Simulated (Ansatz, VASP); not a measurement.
**One calculation of Co, two programs**

```
Co
1.0
     2.56858    0.00000    0.00000
    -1.28429    2.22446    0.00000
     0.00000    0.00000    4.16920
Co
2
Direct
  0.33333 0.66667 0.25000
  0.66667 0.33333 0.75000
```

Alike in both runs: task single point; functional PBE; k mesh 13 × 13 × 7; occupations fermi-dirac, width 0.1 eV; collinear spin.

|  | VASP | Ansatz |
| --- | --- | --- |
| version | VASP 6.6.1 | Ansatz 0.2.0 |
| potentials or method | VASP PAW PBE potentials, release 64 (Co), cutoff 520 eV | plane waves, PAW |
| valence electrons in the cell | 18 | 34 |

Ansatz gave:

- pressure (GPa): -15.8
- traceless stress, the component that is largest in VASP (GPa): 0.21
- net moment per atom (μB): 1.66
- size of the moment on the site where the two differ most (μB): 1.75

Q: Estimate VASP's values.

A: Pressure (GPa): -16.1; traceless stress, the component that is largest in VASP (GPa): 0.09; net moment per atom (μB): 1.65; size of the moment on the site where the two differ most (μB): 1.69.

Site moments also hang on the region over which each program counts them. With one functional, cell and mesh, what is left measures potentials, basis and numerics. VASP's potentials hold 18 valence electrons a cell and Ansatz's 34, so a difference there can come from the potentials and not from the codes. Ansatz's warnings: given moment on shells, stress scf threshold loose.
